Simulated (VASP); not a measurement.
Set up this calculation in VASP 6.6.1, as the native input.

| Quantity | Value |
| --- | --- |
| Task | G0W0 quasiparticle levels |
| Functional | r2SCAN |
| Potentials or basis | VASP PAW PBE potentials, release 64 (Cl_GW, Li_GW, I_GW) |
| Cutoff | 500 eV |
| k mesh | 4 × 4 × 2 |
| Occupations | gaussian, width 0.01 eV |
| Spin | no spin polarisation |
| Dipole correction | no |
| GW scheme | G0W0 |
| GW iterations | 1 |
| Cutoff of the response function | 140 |
| Frequency points | 96 |
| Empty bands | 338 |
| Further INCAR settings | ALGO = EVGW0; EDIFF = 1e-08; NBANDS = 346 |

Crystal: Li2ICl.

```
Cl Li I
1.0
     4.01949    0.00000    0.00000
     0.00000    4.01949    0.00000
     0.00000    0.00000    5.57452
Cl Li I
1 2 1
Direct
  0.00000 0.00000 0.00000
  0.00000 0.00000 0.50000
  0.50000 0.50000 0.00000
  0.50000 0.50000 0.50000
```

One way to write it, as run:

POSCAR

```
Li2ICl
1.0
    4.0194867667      0.0000000000      0.0000000000
    0.0000000000      4.0194867667      0.0000000000
    0.0000000000      0.0000000000      5.5745161029
Cl Li I
1 2 1
Direct
    0.0000000000      0.0000000000      0.0000000000
    0.0000000000      0.0000000000      0.5000000000
    0.5000000000      0.5000000000      0.0000000000
    0.5000000000      0.5000000000      0.5000000000
```

INCAR.step1

```
ALGO = Normal ; EDIFF = 1E-8
ENCUT = 500 ; ISMEAR = 0
LASPH = True ; LCHARG = False
LMIXTAU = True ; LREAL = False
LWAVE = True ; METAGGA = R2SCAN
NELM = 80 ; PREC = Accurate
SIGMA = 0.01
```

INCAR.step2

```
ALGO = Exact ; EDIFF = 1E-8
ENCUT = 500 ; ISMEAR = 0
ISTART = 1 ; LASPH = True
LCHARG = False ; LMIXTAU = True
LOPTICS = True ; LREAL = False
LWAVE = True ; METAGGA = R2SCAN
NBANDS = 346 ; NELM = 1
PREC = Accurate ; SIGMA = 0.01
```

INCAR.step3

```
ALGO = EVGW0 ; EDIFF = 1E-8
ENCUT = 500 ; ENCUTGW = 140.0
ISMEAR = 0 ; ISTART = 1
LASPH = True ; LCHARG = False
LMIXTAU = True ; LREAL = False
LWAVE = False ; METAGGA = R2SCAN
NBANDS = 346 ; NBANDSGW = 16
NELMGW = 1 ; NOMEGA = 96
OMEGAMAX = 20 ; PREC = Accurate
PRECFOCK = Fast ; SIGMA = 0.01
```

KPOINTS

```
k-points
0
Gamma
  4 4 2
```

Potentials or basis: VASP PAW PBE potentials, release 64 (Cl_GW, Li_GW, I_GW).

Command:

```bash
$ cat potpaw_PBE.64/Cl_GW/POTCAR potpaw_PBE.64/Li_GW/POTCAR potpaw_PBE.64/I_GW/POTCAR > POTCAR
$ cp INCAR.step1 INCAR
$ mpirun -np 1 vasp_std > vasp.out
$ cp INCAR.step2 INCAR
$ mpirun -np 1 vasp_std > vasp.out
$ cp INCAR.step3 INCAR
$ mpirun -np 1 vasp_std > vasp.out
```

Results of the run:

The quasiparticle gap is 7.01 eV and the least direct quasiparticle gap is 7.01 eV. The band gap of the starting levels on the mesh is 5.28 eV and the least direct gap of the starting levels on the mesh is 5.28 eV.

Caveat: the k points lie up to 0.56 Å⁻¹ apart; bands, screening cutoff and mesh are small and nothing is extrapolated, so the quasiparticle values aren't converged; spin-orbit coupling is left out, which moves the levels of the heavy elements.

Run time: 9.8 min on 1 thread of Intel(R) Xeon(R) 6975P-C (Granite Rapids), on a shared host, peak memory 1.6 GiB.
